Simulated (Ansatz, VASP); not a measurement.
One calculation of AgCl, two programs

```
Ag Cl
1.0
     4.00390    0.00000    0.00000
     0.00000    4.08156    0.00000
    -0.55993    0.00000    5.68172
Ag Cl
2 2
Cartesian
  2.8293 3.0612 4.4426
  0.6147 1.0204 1.2391
  0.7576 1.0204 4.1899
  2.6864 3.0612 1.4918
```

Alike in both runs: task single point; functional PBE; k mesh 7 × 7 × 5; occupations fermi-dirac, width 0.05 eV; no spin polarisation.

|  | VASP | Ansatz |
| --- | --- | --- |
| version | VASP 6.6.1 | Ansatz 0.2.0 |
| potentials or method | VASP PAW PBE potentials, release 64 (Ag, Cl) | Ansatz PAW |
| plane-wave cutoff (eV) | 520 | 420 |
| valence electrons in the cell | 36 | 52 |

```csv
,VASP,Ansatz,Ansatz less VASP
gap on the k mesh at the Fermi level (eV),0.92,0.93,+0.001
least direct gap on the mesh (eV),2.13,2.13,+0.001
pressure (GPa),-2.4,-2.3,+0.11
"traceless stress, the component that is largest in VASP (GPa)",0.38,0.37,-0.009
rms of the force components (eV/Å),0.054,0.053,-0.0011
```

Atom by atom the forces differ by 0.002 eV/Å (rms over components). The functional is the same, so the differences come from potentials, cutoffs and numerics. VASP's potentials hold 36 valence electrons a cell and Ansatz's 52, so a difference there can come from the potentials and not from the codes.

Noted on Ansatz's run: odd divisions of the mesh miss points on the zone boundary, where band edges often lie, so the gap on the mesh can be too wide.
